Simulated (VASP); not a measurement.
Set up this calculation in VASP 6.6.1, as the native input.

* Task: electric field gradients
* Functional: PBE
* Potentials or basis: VASP PAW PBE potentials, release 64 (Bi_d, Se)
* Cutoff: 520 eV
* k mesh: 6 × 6 × 6
* Occupations: gaussian, width 0.01 eV
* Spin: no spin polarisation
* Dipole correction: no
* Further INCAR settings: ALGO = Normal; EDIFF = 1e-08; NBANDS = 32

The structure of Bi2Se3 lies in POSCAR:

```
Bi2Se3
1.0
    2.0936564881      1.2087731370     10.4340298002
   -2.0936564881      1.2087731370     10.4340298002
    0.0000000000     -2.4175462740     10.4340298002
Bi Se
2 3
Direct
    0.3955941717      0.3955941717      0.3955941717
    0.6044058283      0.6044058283      0.6044058283
    0.0000000000      0.0000000000      0.0000000000
    0.2210304551      0.2210304551      0.2210304551
    0.7789695449      0.7789695449      0.7789695449
```

One way to write it, as run:

INCAR

```
ALGO = Normal
EDIFF = 1E-8
ENCUT = 520
GGA = PE
ISIF = 2
ISMEAR = 0
LASPH = True
LCHARG = False
LEFG = True
LREAL = False
LWAVE = False
NBANDS = 32
NELM = 100
PREC = Accurate
SIGMA = 0.01
```

KPOINTS

```
k-points
0
Gamma
  6 6 6
```

Potentials or basis: VASP PAW PBE potentials, release 64 (Bi_d, Se).

Launch:

```console
$ cat potpaw_PBE.64/Bi_d/POTCAR potpaw_PBE.64/Se/POTCAR > POTCAR
$ mpirun -np 1 vasp_std > vasp.out
```

Results of the run:

- Pressure: 0.0 GPa
- Largest force: 0.011 eV/Å
- Band gap on the k mesh: 0.69 eV (least direct gap 0.71 eV)
- Largest electric field gradient by atom: Bi +6.9; Se +73.9, -30.1 (each value once) V/Å²

Caveat: without QUAD_EFG the Cq values of the log hold for a quadrupole moment of 1 mb, not for the nuclei; spin-orbit coupling is left out, which moves the levels of the heavy elements.

Wall time 7.8 min on 1 thread of Intel(R) Xeon(R) 6975P-C (Granite Rapids) (shared host), peak memory 0.94 GiB.
